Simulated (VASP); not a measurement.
Runs of VASP 6.6.1 on Er. The structure is that of space group Fm-3m (No. 225), or close to it. The cells are those of the table. 

```csv
cell,gap on the mesh (eV),pressure (GPa),moment (μB)
"a = 3.507 Å, angles 60.0°, 1 atom",none,2.9,2.42
"a = 3.553 Å, angles 60.0°, 1 atom",none,(b),2.42
"a = 3.460 Å, angles 60.0°, 1 atom",none,(a),2.42
"a = 3.483 Å, angles 60.0°, 1 atom",none,3.3,2.42
"a = 3.530 Å, angles 60.0°, 1 atom",none,2.2,2.42
"a = 3.435 Å, angles 60.0°, 1 atom",none,4.9,2.42
"a = 3.576 Å, angles 60.0°, 1 atom",none,0.9,2.17
```

Alike in all rows: task single point; level PBE; potentials or basis VASP PAW PBE potentials, release 64 (Er); spin collinear, ferromagnetic start; k mesh 9 × 9 × 9; cutoff (eV) 520; smearing fermi-dirac 0.05 eV.

Q: Estimate the missing entries.

A: (a) 4.2; (b) 1.6.

Caveats: the magnetic or orbital state may not be the lowest; spin-orbit coupling is left out, which moves the levels of the heavy elements.

A k mesh can miss the band edges, and the runs leave out spin-orbit coupling on Er.

A gap of «none» marks levels without a gap at the run's occupations.
